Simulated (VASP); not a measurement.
# AgCl (Fm-3m) in VASP: a series of runs

AgCl is run at these levels: PBE, r2SCAN; tasks: single point, relaxation of cell and atoms.

Everything below comes from runs of VASP 6.6.1. Logs are shortened: lines on timing, memory, paths and dates and some standing lists are left out, and cuts for length are marked.

## Step 1: The cell of the first run

Symmetry: Fm-3m, No. 225, cubic system. Conventional cell: a = 5.612 Å, b = 5.612 Å, c = 5.612 Å, α = 90.00°, β = 90.00°, γ = 90.00°. Within 3.7 Å of Ag (site symmetry m-3m) lie 6 Cl at 2.81 Å. Cl (site symmetry m-3m) has 6 Ag at 2.81 Å within 3.7 Å.

## Step 2: Single point, PBE

Input file INCAR:

```
SYSTEM = AgCl
ALGO = Normal
EDIFF = 1E-6
ENCUT = 520
GGA = PE
ISIF = 2
ISMEAR = -1
LASPH = .True.
LCHARG = .False.
LREAL = .False.
LWAVE = .False.
NBANDS = 16
NELM = 100
PREC = Accurate
SIGMA = 0.02
```

Input file KPOINTS:

```
k-points
0
Gamma
  8 8 8
  0 0 0
```

Input file POSCAR:

```
AgCl
1.0
    0.0000000000      2.8060280899      2.8060280899
    2.8060280899      0.0000000000      2.8060280899
    2.8060280899      2.8060280899      0.0000000000
Ag Cl
1 1
Direct
    0.0000000000      0.0000000000      0.0000000000
    0.5000000000      0.5000000000      0.5000000000
```

Potentials or basis: VASP PAW PBE potentials, release 64 (Ag, Cl).

On the command line:

```bash
cat potpaw_PBE.64/Ag/POTCAR potpaw_PBE.64/Cl/POTCAR > POTCAR
mpirun -np 1 vasp_std > vasp.out
```

OUTCAR:

```text
SYSTEM = AgCl
   EDIFF = 1E-6
   ENCUT = 520
   GGA = PE
   ISIF = 2
   ISMEAR = -1
   LASPH = .True.
   LREAL = .False.
   NELM = 100
   PREC = Accurate

 ion  position               nearest neighbor table
   1  0.000  0.000  0.000-   2 2.81   2 2.81   2 2.81   2 2.81   2 2.81   2 2.81
   2  0.500  0.500  0.500-   1 2.81   1 2.81   1 2.81   1 2.81   1 2.81   1 2.81

  LATTYP: Found a face centered cubic cell.
 ALAT       =     5.6120561798

  Lattice vectors:

 A1 = (   0.0000000000,   2.8060280899,   2.8060280899)
 A2 = (   2.8060280899,   0.0000000000,   2.8060280899)
 A3 = (   2.8060280899,   2.8060280899,   0.0000000000)

Analysis of symmetry for initial positions (statically):
=====================================================================
 Subroutine PRICEL returns:
 Original cell was already a primitive cell.

 Routine SETGRP: Setting up the symmetry group for a
 face centered cubic supercell.

 Subroutine GETGRP returns: Found 48 space group operations
 (whereof 48 operations were pure point group operations)
 out of a pool of 48 trial point group operations.

The static configuration has the point symmetry O_h .

Analysis of symmetry for dynamics (positions and initial velocities):
=====================================================================
 Subroutine PRICEL returns:
 Original cell was already a primitive cell.

 Routine SETGRP: Setting up the symmetry group for a
 face centered cubic supercell.

 Subroutine GETGRP returns: Found 48 space group operations
 (whereof 48 operations were pure point group operations)
 out of a pool of 48 trial point group operations.

The dynamic configuration has the point symmetry O_h .

 Subroutine INISYM returns: Found 48 space group operations
 (whereof 48 operations are pure point group operations),
 and found     1 'primitive' translations

----------------------------------------------------------------------------------------

                                     Primitive cell

  volume of cell :      44.1882

  direct lattice vectors                    reciprocal lattice vectors
     0.000000000  2.806028090  2.806028090    -0.178187810  0.178187810  0.178187810
     2.806028090  0.000000000  2.806028090     0.178187810 -0.178187810  0.178187810
     2.806028090  2.806028090  0.000000000     0.178187810  0.178187810 -0.178187810

  length of vectors
     3.968322981  3.968322981  3.968322981     0.308630340  0.308630340  0.308630340

  position of ions in fractional coordinates (direct lattice)
     0.000000000  0.000000000  0.000000000
     0.500000000  0.500000000  0.500000000

  ion indices of the primitive-cell ions
   primitive index   ion index
                 1           1
                 2           2

----------------------------------------------------------------------------------------

 KPOINTS: k-points

Automatic generation of k-mesh.
 Grid dimensions read from file:
 generate k-points for:    8    8    8

 Generating k-lattice:

  Cartesian coordinates                     Fractional coordinates (reciprocal lattice)
    -0.022273476  0.022273476  0.022273476     0.125000000  0.000000000  0.000000000
     0.022273476 -0.022273476  0.022273476     0.000000000  0.125000000  0.000000000
     0.022273476  0.022273476 -0.022273476     0.000000000  0.000000000  0.125000000

  Length of vectors
     0.038578793  0.038578793  0.038578793

  Shift w.r.t. Gamma in fractional coordinates (k-lattice)
     0.000000000  0.000000000  0.000000000

 Subroutine IBZKPT returns following result:
 ===========================================

 Found     29 irreducible k-points:

 Following reciprocal coordinates:
            Coordinates               Weight
  0.000000  0.000000  0.000000      1.000000
  0.125000  0.000000  0.000000      8.000000
  0.250000  0.000000  0.000000      8.000000
  0.375000  0.000000  0.000000      8.000000
  0.500000  0.000000  0.000000      4.000000
  0.125000  0.125000  0.000000      6.000000
[... 16 lines left out ...]
  0.500000  0.250000  0.125000     48.000000
 -0.375000  0.250000  0.125000     24.000000
 [... further k-points ...]
   k-points           NKPTS =     29   k-points in BZ     NKDIM =     29   number of bands    NBANDS=     16
   number of dos      NEDOS =    301   number of ions     NIONS =      2
   total plane-waves  NPLWV =  27000
   dimension x,y,z NGX =    30 NGY =   30 NGZ =   30
   dimension x,y,z NGXF=    60 NGYF=   60 NGZF=   60
   ions per type =               1   1
   NGX,Y,Z   is equivalent  to a cutoff of  12.57, 12.57, 12.57 a.u.
   NGXF,Y,Z  is equivalent  to a cutoff of  25.14, 25.14, 25.14 a.u.
 SYSTEM =  AgCl
   PREC   = accura    normal or accurate (medium, high low for compatibility)
   ISTART =      0    job   : 0-new  1-cont  2-samecut
   ICHARG =      2    charge: 1-file 2-atom 10-const
   ISPIN  =      1    spin polarized calculation?
   LNONCOLLINEAR =      F non collinear calculations
   LSORBIT =      F    spin-orbit coupling
   LASPH  =      T    aspherical Exc in radial PAW
   ENCUT  =  520.0 eV  38.22 Ry    6.18 a.u.   7.38  7.38  7.38*2*pi/ulx,y,z
   NELM   =    100;   NELMIN=  2; NELMDL= -5     # of ELM steps
   EDIFF  = 0.1E-05   stopping-criterion for ELM
   LREAL  =      F    real-space projection
   EDIFFG = 0.1E-04   stopping-criterion for IOM
   NSW    =      0    number of steps for IOM
   IBRION =     -1    ionic relax: 0-MD 1-quasi-New 2-CG
   NFREE  =      0    steps in history (QN), initial steepest desc. (CG)
   ISIF   =      2    stress and relaxation
   ISYM   =      2    0-nonsym 1-usesym 2-fastsym
   POTIM  = 0.5000    time-step for ionic-motion
   TEBEG  =    0.0;   TEEND  =   0.0 temperature during run
   PSTRESS=    0.0 pullay stress
   NELECT =      18.0000    total number of electrons
   NUPDOWN=      -1.0000    fix difference up-down
   EMIN   =  10.00;   EMAX   =-10.00  energy-range for DOS
   EFERMI =   0.00;   METHOD = LEGACY
   ISMEAR =    -1;   SIGMA  =   0.02  broadening in eV -4-tet -1-fermi 0-gaus
   EFERMI_NEDOS =   21; number of points for ismear=-14 and -15
   IALGO  =     38    algorithm
   IMIX   =      4    mixing-type and parameters
     AMIX     =   0.40;   BMIX     =  1.00
     AMIX_MAG =   1.60;   BMIX_MAG =  1.00
  volume/ion in A,a.u.               =      22.09       149.10
  Fermi-wavevector in a.u.,A,eV,Ry     =   1.213567  2.293309 20.037901  1.472744
  Thomas-Fermi vector in A             =   2.349015
   LORBIT       =      0    0 simple, 1 ext, 2 COOP (PROOUT), +10 PAW based schemes
   GGA     = PE    functional components
   LHFCALC =     F    Hartree Fock is set to
   AEXX    =    0.0000 exact exchange contribution
   IVDW    =     0    specifies the selected vdW correction
   LEPSILON=     F    determine dielectric tensor
   LRPA    =     F    only Hartree local field effects (RPA)
 non-spin polarized calculation
  energy-cutoff  :      520.00
  volume of cell :       44.19
 maximum number of plane-waves:      1243
 NGX is ok and might be reduce to    30
   NGX = 15   NGY = 15   NGZ = 15

 number of electron      17.9999995 magnetization

 Free energy of the ion-electron system (eV)
  ---------------------------------------------------
  ext. energy  EPLUGINS =         0.00000000
  ---------------------------------------------------
  free energy    TOTEN  =        -5.40122609 eV

  energy without entropy =       -5.40122609  energy(sigma->0) =       -5.40122609

 E-fermi :   3.8683     XC(G=0):  -9.7808

 val. band max:        3.3769522236   @ k =   0.5000   0.0000   0.0000
 cond. band min:       4.2973140727   @ k =   0.0000   0.0000   0.0000
 fundamental gap:      0.9203618491
 Fermi energy:         3.8683436498

 k-point     1 :       0.0000    0.0000    0.0000
  band No.  band energies     occupation
      1     -11.5387      2.00000
      2       1.0743      2.00000
      3       1.0743      2.00000
      4       1.0743      2.00000
      5       1.1134      2.00000
      6       1.1134      2.00000
[... 8 lines left out ...]
     15      16.4851      0.00000
     16      16.4851      0.00000

 k-point     2 :       0.1250    0.0000    0.0000
  band No.  band energies     occupation
      1     -11.4845      2.00000
      2       0.4102      2.00000
      3       0.4625      2.00000
      4       0.4625      2.00000
      5       1.1243      2.00000
      6       1.1243      2.00000
[... 8 lines left out ...]
     15      15.3525      0.00000
     16      16.0253      0.00000

 k-point     3 :       0.2500    0.0000    0.0000
  band No.  band energies     occupation
      1     -11.3485      2.00000
      2      -0.5673      2.00000
      3      -0.0831      2.00000
      4      -0.0831      2.00000
      5       1.2392      2.00000
      6       1.2392      2.00000
[... 8 lines left out ...]
     15      15.6424      0.00000
     16      15.8689      0.00000

 k-point     4 :       0.3750    0.0000    0.0000
  band No.  band energies     occupation
      1     -11.2046      2.00000
      2      -1.3028      2.00000
      3      -0.4312      2.00000
      4      -0.4312      2.00000
      5       1.3584      2.00000
      6       1.3584      2.00000
[... 8 lines left out ...]
     15      16.5190      0.00000
     16      16.5190      0.00000

 k-point     5 :       0.5000    0.0000    0.0000
  band No.  band energies     occupation
      1     -11.1425      2.00000
      2      -1.5722      2.00000
      3      -0.5506      2.00000
      4      -0.5506      2.00000
      5       1.4090      2.00000
      6       1.4090      2.00000
[... 8 lines left out ...]
     15      17.1171      0.00000
     16      17.1171      0.00000

 k-point     6 :       0.1250    0.1250    0.0000
  band No.  band energies     occupation
      1     -11.4683      2.00000
      2      -0.0551      2.00000
      3       0.7386      2.00000
      4       0.7386      2.00000
      5       1.0306      2.00000
      6       1.1386      2.00000
[... 8 lines left out ...]
     15      17.2677      0.00000
     16      17.4237      0.00000

 k-point     7 :       0.2500    0.1250    0.0000
  band No.  band energies     occupation
      1     -11.3645      2.00000
      2      -0.5957      2.00000
      3       0.2117      2.00000
      4       0.2787      2.00000
      5       1.0927      2.00000
      6       1.2580      2.00000
[... 8 lines left out ...]
     15      16.7763      0.00000
     16      17.2684      0.00000

 k-point     8 :       0.3750    0.1250    0.0000
  band No.  band energies     occupation
      1     -11.2281      2.00000
      2      -1.0883      2.00000
      3      -0.3398      2.00000
      4      -0.1886      2.00000
      5       1.2258      2.00000
      6       1.3812      2.00000
[... 8 lines left out ...]
     15      17.1675      0.00000
     16      17.2254      0.00000

 k-point     9 :       0.5000    0.1250    0.0000
  band No.  band energies     occupation
      1     -11.1401      2.00000
      2      -1.4025      2.00000
      3      -0.5362      2.00000
      4      -0.4640      2.00000
      5       1.3540      2.00000
      6       1.4224      2.00000
[... 8 lines left out ...]
     15      17.2678      0.00000
     16      17.9322      0.00000
[... 172 lines left out ...]
 k-point    19 :       0.5000    0.3750    0.0000
  band No.  band energies     occupation
      1     -11.1269      2.00000
      2      -0.7429      2.00000
      3       0.0443      2.00000
      4       0.1885      2.00000
      5       0.9954      2.00000
      6       1.4811      2.00000
[... 8 lines left out ...]
     15      18.2337      0.00000
     16      18.7391      0.00000

 k-point    20 :      -0.3750    0.3750    0.0000
  band No.  band energies     occupation
      1     -11.1034      2.00000
      2      -0.5938      2.00000
      3      -0.5470      2.00000
      4      -0.1939      2.00000
      5       1.1955      2.00000
      6       1.4648      2.00000
[... 8 lines left out ...]
     15      17.1144      0.00000
     16      19.1782      0.00000

 k-point    21 :       0.5000    0.5000    0.0000
  band No.  band energies     occupation
      1     -11.1239      2.00000
      2      -0.6873      2.00000
      3       0.5072      2.00000
      4       0.5072      2.00000
      5       0.7792      2.00000
      6       1.2868      2.00000
[... 8 lines left out ...]
     15      18.5346      0.00000
     16      18.5346      0.00000

 k-point    22 :       0.3750    0.2500    0.1250
  band No.  band energies     occupation
      1     -11.2651      2.00000
      2      -0.9271      2.00000
      3      -0.1618      2.00000
      4       0.2007      2.00000
      5       1.1601      2.00000
      6       1.3463      2.00000
[... 8 lines left out ...]
     15      17.4804      0.00000
     16      18.6042      0.00000

 k-point    23 :       0.5000    0.2500    0.1250
  band No.  band energies     occupation
      1     -11.1622      2.00000
      2      -1.1186      2.00000
      3      -0.4393      2.00000
      4      -0.1841      2.00000
      5       1.2691      2.00000
      6       1.4166      2.00000
[... 8 lines left out ...]
     15      17.6996      0.00000
     16      18.3856      0.00000

 k-point    24 :      -0.3750    0.2500    0.1250
  band No.  band energies     occupation
      1     -11.1185      2.00000
      2      -1.1738      2.00000
      3      -0.4766      2.00000
      4      -0.4404      2.00000
      5       1.3490      2.00000
      6       1.4118      2.00000
[... 8 lines left out ...]
     15      16.7948      0.00000
     16      18.2442      0.00000

 [... further k-points ...]
[... 5 lines left out ...]
  --------------------------------------------------------------------------------------
  -------------------------------------------------------------------------------------
  Total       -0.0384010     -0.0384010     -0.0384010      0.0000000     -0.0000000      0.0000000
  in kB       -1.3923459     -1.3923459     -1.3923459      0.0000000     -0.0000000      0.0000000
  external PRESSURE =      -1.3923459 kB  Pullay stress =       0.0000000 kB

 VOLUME and BASIS-vectors are now :
 -----------------------------------------------------------------------------
  energy-cutoff  :      520.00
  volume of cell :       44.19
      direct lattice vectors                 reciprocal lattice vectors
     0.000000000  2.806028090  2.806028090    -0.178187810  0.178187810  0.178187810
     2.806028090  0.000000000  2.806028090     0.178187810 -0.178187810  0.178187810
     2.806028090  2.806028090  0.000000000     0.178187810  0.178187810 -0.178187810

 POSITION                                       TOTAL-FORCE (eV/Angst)
 -----------------------------------------------------------------------------------
      0.00000      0.00000      0.00000        -0.000000     -0.000000     -0.000000
      2.80603      2.80603      2.80603         0.000000      0.000000      0.000000
 -----------------------------------------------------------------------------------
    total drift:                               -0.000000      0.000000      0.000000

  FREE ENERGIE OF THE ION-ELECTRON SYSTEM (eV)
  ---------------------------------------------------
  free  energy   TOTEN  =        -5.4012260946 eV

  energy  without entropy=       -5.4012260946  energy(sigma->0) =       -5.40122609
```

Wall time 43 s (1 thread of AMD EPYC 7R13, shared host); peak memory 0.15 GiB.

What came out:

| Item | Value |
| --- | --- |
| Free energy | -5.4012 eV |
| Pressure | -0.1 GPa |
| Band gap on the k mesh | 0.92 eV, indirect (least direct gap 3.07 eV) |

## Step 3: Single point, r2SCAN

This run uses another cell than the first one, of 21.33 Å³/atom, 0.965 times its volume.

Input file POSCAR:

```
AgCl
1.0
    0.0000000000      2.7731930222      2.7731930222
    2.7731930222      0.0000000000      2.7731930222
    2.7731930222      2.7731930222      0.0000000000
Ag Cl
1 1
Direct
    0.0000000000      0.0000000000      0.0000000000
    0.5000000000      0.5000000000      0.5000000000
```

Input file INCAR.step1:

```
ALGO = Normal ; EDIFF = 1E-4
ENCUT = 520 ; GGA = PE
ISMEAR = -1 ; LASPH = T
LCHARG = F ; LREAL = F
LWAVE = T ; NBANDS = 16
NELM = 100 ; PREC = Accurate
SIGMA = 0.02
```

Input file INCAR.step2:

```
ALGO = Normal ; EDIFF = 1E-7
ENCUT = 520 ; ISIF = 2
ISMEAR = -1 ; ISTART = 1
LASPH = T ; LCHARG = F
LMIXTAU = T ; LREAL = F
LWAVE = F ; METAGGA = R2SCAN
NBANDS = 16 ; NELM = 100
PREC = Accurate ; SIGMA = 0.02
```

Input file KPOINTS:

```
k-points
0
Gamma
  8 8 8
```

Potentials or basis: VASP PAW PBE potentials, release 64 (Ag, Cl).

On the command line:

```bash
cat potpaw_PBE.64/Ag/POTCAR potpaw_PBE.64/Cl/POTCAR > POTCAR
cp INCAR.step1 INCAR
mpirun -np 1 vasp_std > vasp.out
cp INCAR.step2 INCAR
mpirun -np 1 vasp_std > vasp.out
```

It took 4.3 min on 1 thread of AMD EPYC 7R13, shared host; peak memory 0.15 GiB.

It converged, with:

```
Free energy            : -28.6432 eV
Pressure               : -0.1 GPa
Band gap on the k mesh : 1.42 eV, indirect (least direct gap 3.70 eV)
```

Levels at points of the mesh, in eV from the valence-band top:
| k point | band 5 | band 6 | band 7 | band 8 | band 9 | band 10 | band 11 | band 12 | band 13 | band 14 |
| --- | --- | --- | --- | --- | --- | --- | --- | --- | --- | --- |
| (0.00, 0.00, 0.00) | -2.43 | -2.43 | -2.43 | -2.38 | -2.38 | 1.42 | 11.34 | 11.34 | 11.34 | 12.77 |
| (0.50, 0.00, 0.00) | -2.07 | -2.07 | -1.75 | 0.00 | 0.00 | 4.71 | 7.16 | 8.27 | 8.27 | 14.08 |
| (0.50, 0.50, 0.00) | -2.75 | -2.20 | -1.95 | -1.95 | -1.84 | 2.93 | 8.35 | 9.24 | 12.34 | 12.34 |

Caveat: the PAW data sets were made with another functional, which shifts forces and pressure a little. r2SCAN opens gaps a little over a GGA but as a rule still falls short of measured ones.

## Step 4: Single point, r2SCAN

This run uses another cell than the first one, of 21.33 Å³/atom, 0.965 times its volume.

POSCAR is that of step 3.

Input file INCAR.step1:

```
SYSTEM = AgCl
PREC = Accurate
ENCUT = 520
ISMEAR = 0
SIGMA = 0.01
LREAL = .False.
LASPH = .True.
NELM = 60
NBANDS = 16
GGA = PE
ALGO = Normal
EDIFF = 1E-4
LWAVE = .True.
LCHARG = .False.
```

Input file INCAR.step2:

```
SYSTEM = AgCl
PREC = Accurate
ENCUT = 520
EDIFF = 1E-6
ISMEAR = 0
SIGMA = 0.01
LREAL = .False.
LASPH = .True.
NELM = 60
ALGO = Normal
ISIF = 2
LWAVE = .False.
LCHARG = .False.
METAGGA = R2SCAN
LMIXTAU = .True.
NBANDS = 16
ISTART = 1
```

Input file KPOINTS:

```
regular mesh
0
Gamma
  8 8 8
  0 0 0
```

On the command line:

```bash
cat potpaw_PBE.64/Ag/POTCAR potpaw_PBE.64/Cl/POTCAR > POTCAR
cp INCAR.step1 INCAR
mpirun -np 1 vasp_std > vasp.out
cp INCAR.step2 INCAR
mpirun -np 1 vasp_std > vasp.out
```

Wall time 3.7 min (1 thread of AMD EPYC 7R13, shared host); peak memory 0.15 GiB.

It converged, with:

- Free energy: -28.6432 eV
- Pressure: -0.1 GPa
- Band gap on the k mesh: 1.42 eV, indirect (least direct gap 3.70 eV)

Levels at points of the mesh, in eV from the valence-band top:
```
           k point  band 6  band 7  band 8  band 9  band 10  band 11  band 12  band 13
(0.00, 0.00, 0.00)   -2.43   -2.43   -2.38   -2.38     1.42    11.34    11.34    11.34
(0.50, 0.00, 0.00)   -2.07   -1.75    0.00    0.00     4.71     7.16     8.27     8.27
(0.50, 0.50, 0.00)   -2.20   -1.95   -1.95   -1.84     2.93     8.35     9.24    12.34
```

Caveat: the PAW data sets were made with another functional, which shifts forces and pressure a little.

[end of part 1 of 2]
